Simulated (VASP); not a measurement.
# BP (F-43m) in VASP: notebook, part 2 of 2

VASP 6.6.1. Earlier steps stand in the parts before.

**3. Single point, PBEsol**

This run uses another cell than the first one, of 11.41 Å³/atom, 0.989 times its volume.

Input file INCAR:

```
PREC     = Accurate       # precision mode
ENCUT    = 520            # plane-wave cutoff, eV
EDIFF    = 1E-6           # SCF threshold, eV
ISMEAR   = 0              # smearing method
SIGMA    = 0.01           # smearing width, eV
LREAL    = F              # projectors in reciprocal space
LASPH    = T              # aspherical terms in the spheres
NELM     = 80             # most SCF steps
ALGO     = Normal         # electronic algorithm
ISIF     = 2              # what is computed and relaxed
LWAVE    = F              # write WAVECAR
LCHARG   = F              # write CHGCAR
GGA      = PS             # functional
NBANDS   = 11             # bands
```

Input file KPOINTS:

```
Automatic mesh
0
Gamma
  8 8 8
```

Input file POSCAR:

```
BP
1.0
    0.0000000000      2.2515874577      2.2515874577
    2.2515874577      0.0000000000      2.2515874577
    2.2515874577      2.2515874577      0.0000000000
B P
1 1
Direct
    0.0000000000      0.0000000000      0.0000000000
    0.2500000000      0.2500000000      0.2500000000
```

Potentials or basis: VASP PAW PBE potentials, release 64 (B, P).

Command:

```
$ cat potpaw_PBE.64/B/POTCAR potpaw_PBE.64/P/POTCAR > POTCAR
$ mpirun -np 1 vasp_std > vasp.out
```

It took 4.9 s on 1 thread of Intel Xeon Platinum 8488C (Sapphire Rapids), shared host; peak memory 0.13 GiB.

The run converged. Its results:

* Free energy: -13.6697 eV
* Pressure: 2.1 GPa
* Band gap on the k mesh: 1.14 eV, indirect (least direct gap 3.39 eV)

Levels at points of the mesh, in eV from the valence-band top:
| k point | band 1 | band 2 | band 3 | band 4 | band 5 | band 6 | band 7 | band 8 |
| --- | --- | --- | --- | --- | --- | --- | --- | --- |
| (0.00, 0.00, 0.00) | -15.71 | 0.00 | 0.00 | 0.00 | 3.39 | 3.39 | 3.39 | 7.69 |
| (0.50, 0.00, 0.00) | -12.27 | -9.26 | -1.79 | -1.79 | 3.87 | 4.66 | 4.66 | 10.01 |
| (0.50, 0.50, 0.00) | -10.71 | -8.72 | -4.23 | -4.23 | 1.18 | 1.50 | 12.31 | 12.31 |

Caveat: the PAW data sets were made with another functional, which shifts forces and pressure a little.

**4. Relaxation of cell and atoms, PBEsol**

This run uses another cell than the first one, of 11.68 Å³/atom, 1.012 times its volume.

Input file INCAR:

```
PREC = Accurate ; ENCUT = 600
EDIFF = 1E-6 ; ISMEAR = 0
SIGMA = 0.01 ; LREAL = F
LASPH = T ; NELM = 100
ALGO = Normal ; ISIF = 3
LWAVE = F ; LCHARG = F
GGA = PS ; IBRION = 2
NSW = 80 ; EDIFFG = -0.005
```

KPOINTS is that of step 3.

Input file POSCAR:

```
BP
1.0
    0.0000000000      2.2690000000      2.2690000000
    2.2690000000      0.0000000000      2.2690000000
    2.2690000000      2.2690000000      0.0000000000
B P
1 1
Direct
    0.0000000000      0.0000000000      0.0000000000
    0.2500000000      0.2500000000      0.2500000000
```

Command:

```
$ cat potpaw_PBE.64/B/POTCAR potpaw_PBE.64/P/POTCAR > POTCAR
$ mpirun -np 1 vasp_std > vasp.out
```

Run time: 17 s. Hardware: 1 thread of Intel Xeon Platinum 8488C (Sapphire Rapids), shared host; peak memory 0.15 GiB.

The run converged. Its results:

```
Free energy                            : -13.6733 eV
Relaxed volume                         : 11.55 Å³/atom
Relaxed cell                           : a = 3.197 Å, b = 3.197 Å, c = 3.197 Å, α = 60.00°, β = 60.00°, γ = 60.00°
Space group after relaxing (to 0.05 Å) : F-43m (No. 216)
Energy gained by relaxing              : 0.7 meV/atom
Ionic steps                            : 3
Pressure after relaxing                : 0.0 GPa
Band gap on the k mesh                 : 1.15 eV, indirect (least direct gap 3.37 eV)
```

Step by step:
```
step  energy change (eV)  largest force (eV/Å)  pressure (GPa)  volume (Å³)
   1              0.0000                0.0000           -1.84        23.36
   2             -0.0006                0.0000            1.44        22.91
   3             -0.0015                0.0000            0.00        23.11
```

Final structure:
```
CELL_PARAMETERS angstrom
0.00000 2.26063 2.26063
2.26063 0.00000 2.26063
2.26063 2.26063 0.00000
ATOMIC_POSITIONS crystal
B 0.00000 0.00000 0.00000
P 0.25000 0.25000 0.25000
```

Levels at points of the mesh, in eV from the valence-band top:
| k point | band 1 | band 2 | band 3 | band 4 | band 5 | band 6 | band 7 | band 8 |
| --- | --- | --- | --- | --- | --- | --- | --- | --- |
| (0.00, 0.00, 0.00) | -15.60 | 0.00 | 0.00 | 0.00 | 3.37 | 3.37 | 3.37 | 7.51 |
| (0.50, 0.00, 0.00) | -12.20 | -9.18 | -1.78 | -1.78 | 3.80 | 4.66 | 4.66 | 9.97 |
| (0.50, 0.50, 0.00) | -10.66 | -8.66 | -4.19 | -4.19 | 1.20 | 1.51 | 12.20 | 12.20 |

Caveat: the PAW data sets were made with another functional, which shifts forces and pressure a little. Expect the measured gap to be larger: semilocal functionals such as PBEsol lack the derivative discontinuity.

**5. Relaxation of cell and atoms, PBEsol, target pressure 2 GPa, at which the enthalpy is minimised**

This run uses another cell than the first one, of 11.68 Å³/atom, 1.012 times its volume.

Input file INCAR:

```
PREC     = Accurate       # precision mode
ENCUT    = 600            # plane-wave cutoff, eV
EDIFF    = 1E-6           # SCF threshold, eV
ISMEAR   = 0              # smearing method
SIGMA    = 0.01           # smearing width, eV
LREAL    = F              # projectors in reciprocal space
LASPH    = T              # aspherical terms in the spheres
NELM     = 100            # most SCF steps
ALGO     = Normal         # electronic algorithm
ISIF     = 3              # what is computed and relaxed
LWAVE    = F              # write WAVECAR
LCHARG   = F              # write CHGCAR
GGA      = PS             # functional
IBRION   = 2              # ionic algorithm
NSW      = 80             # ionic steps
EDIFFG   = -0.005         # ionic threshold
PSTRESS  = 20.0
```

Input file KPOINTS:

```
regular mesh
0
Gamma
  8 8 8
```

POSCAR is that of step 4.

Command:

```
$ cat potpaw_PBE.64/B/POTCAR potpaw_PBE.64/P/POTCAR > POTCAR
$ mpirun -np 1 vasp_std > vasp.out
```

It took 14 s on 1 thread of Intel Xeon Platinum 8488C (Sapphire Rapids), shared host; peak memory 0.15 GiB.

The run converged. Its results:

```yaml
Free_energy: -13.6717 eV
Relaxed_volume: 11.42 Å³/atom
Relaxed_cell: a = 3.185 Å, b = 3.185 Å, c = 3.185 Å, α = 60.00°, β = 60.00°, γ = 60.00°
Space_group_after_relaxing_to_0.05_Å: F-43m (No. 216)
Energy_change_on_relaxing_the_enthalpy_is_what_falls: +0.1 meV/atom
Ionic_steps: 3
Pressure_after_relaxing: 2.0 GPa
Band_gap_on_the_k_mesh: 1.14 eV, indirect (least direct gap 3.39 eV)
```

The path:
```
step  energy change (eV)  largest force (eV/Å)  pressure (GPa)  volume (Å³)
   1              0.0000                0.0000           -1.84        23.36
   2              0.0094                0.0000            5.32        22.43
   3              0.0001                0.0000            2.00        22.84
```

Final structure:
```
CELL_PARAMETERS angstrom
0.00000 2.25197 2.25197
2.25197 0.00000 2.25197
2.25197 2.25197 0.00000
ATOMIC_POSITIONS crystal
B 0.00000 0.00000 0.00000
P 0.25000 0.25000 0.25000
```

Levels at points of the mesh, in eV from the valence-band top:
| k point | band 2 | band 3 | band 4 | band 5 | band 6 | band 7 |
| --- | --- | --- | --- | --- | --- | --- |
| (0.00, 0.00, 0.00) | 0.00 | 0.00 | 0.00 | 3.39 | 3.39 | 3.39 |
| (0.50, 0.00, 0.00) | -9.26 | -1.79 | -1.79 | 3.87 | 4.66 | 4.66 |
| (0.50, 0.50, 0.00) | -8.72 | -4.23 | -4.23 | 1.18 | 1.50 | 12.31 |

Caveat: the cell is relaxed towards a set pressure, so the enthalpy falls and the energy may rise; the PAW data sets were made with another functional, which shifts forces and pressure a little.

**6. Relaxation of cell and atoms, PBEsol, target pressure 4 GPa, at which the enthalpy is minimised**

This run uses another cell than the first one, of 11.68 Å³/atom, 1.012 times its volume.

Input file INCAR:

```
ALGO     = Normal         # electronic algorithm
EDIFF    = 1E-7           # SCF threshold, eV
EDIFFG   = -0.005         # ionic threshold
ENCUT    = 600            # plane-wave cutoff, eV
GGA      = PS             # functional
IBRION   = 2              # ionic algorithm
ISIF     = 3              # what is computed and relaxed
ISMEAR   = 0              # smearing method
LASPH    = T              # aspherical terms in the spheres
LCHARG   = F              # write CHGCAR
LREAL    = F              # projectors in reciprocal space
LWAVE    = F              # write WAVECAR
NELM     = 100            # most SCF steps
NSW      = 80             # ionic steps
PREC     = Accurate       # precision mode
PSTRESS  = 40.0         
SIGMA    = 0.01           # smearing width, eV
```

Input file KPOINTS:

```
k-points
0
Gamma
  8 8 8
```

POSCAR is that of step 5.

Potentials or basis: VASP PAW PBE potentials, release 64 (B, P).

Command:

```
$ cat potpaw_PBE.64/B/POTCAR potpaw_PBE.64/P/POTCAR > POTCAR
$ mpirun -np 1 vasp_std > vasp.out
```

Run time: 17 s. Hardware: 1 thread of Intel Xeon Platinum 8488C (Sapphire Rapids), shared host; peak memory 0.14 GiB.

Results (log left out):

```
Free energy                                            : -13.6670 eV
Relaxed volume                                         : 11.30 Å³/atom
Relaxed cell                                           : a = 3.173 Å, b = 3.173 Å, c = 3.173 Å, α = 60.00°, β = 60.00°, γ = 60.00°
Space group after relaxing (to 0.05 Å)                 : F-43m (No. 216)
Energy change on relaxing (the enthalpy is what falls) : +2.4 meV/atom
Ionic steps                                            : 3
Pressure after relaxing                                : 4.0 GPa
Band gap on the k mesh                                 : 1.12 eV, indirect (least direct gap 3.41 eV)
```

The path:
```csv
step,energy change (eV),largest force (eV/Å),pressure (GPa),volume (Å³)
1,0.0000,0.0000,-1.84,23.36
2,0.0314,0.0000,9.54,21.95
3,0.0048,0.0000,3.98,22.59
```

Final structure:
```xyz
2
Lattice="0.0000 2.2437 2.2437 2.2437 0.0000 2.2437 2.2437 2.2437 0.0000" Properties=species:S:1:pos:R:3 pbc="T T T"
B     0.0000    0.0000    0.0000
P     1.1219    1.1219    1.1219
```

Levels at points of the mesh, in eV from the valence-band top:
```csv
k point,band 1,band 2,band 3,band 4,band 5,band 6,band 7,band 8
"(0.00, 0.00, 0.00)",-15.80,0.00,0.00,0.00,3.41,3.41,3.41,7.86
"(0.50, 0.00, 0.00)",-12.32,-9.34,-1.81,-1.81,3.94,4.67,4.67,10.04
"(0.50, 0.50, 0.00)",-10.75,-8.77,-4.27,-4.27,1.16,1.49,12.41,12.41
```

Caveat: the cell is relaxed towards a set pressure, so the enthalpy falls and the energy may rise; the PAW data sets were made with another functional, which shifts forces and pressure a little. A hybrid or GW would open this gap; PBEsol tends to underestimate it.

**7. Summary**

```tsv
task	cell	cutoff (eV)	gap on the mesh (eV)	pressure (GPa)
single point	a = 3.196 Å, angles 60.0°, 2 atoms	520	1.15	0.1
single point	a = 3.184 Å, angles 60.0°, 2 atoms	520	1.14	2.1
relaxation of cell and atoms	relaxed from a = 3.209 Å, angles 60.0°, 2 atoms	600	1.15	0.0
relaxation of cell and atoms	relaxed to 2 GPa from a = 3.209 Å, angles 60.0°, 2 atoms	600	1.14	2.0
relaxation of cell and atoms	relaxed to 4 GPa from a = 3.209 Å, angles 60.0°, 2 atoms	600	1.12	4.0
```

Alike in all rows: level PBEsol; potentials or basis VASP PAW PBE potentials, release 64 (B, P); no spin polarisation; k mesh 8 × 8 × 8; smearing gaussian 0.01 eV.

Caveats: the PAW data sets were made with another functional, which shifts forces and pressure a little; the cell is relaxed towards a set pressure, so the enthalpy falls and the energy may rise (some runs).

Absolute energies hang on the potentials; compare differences alone.
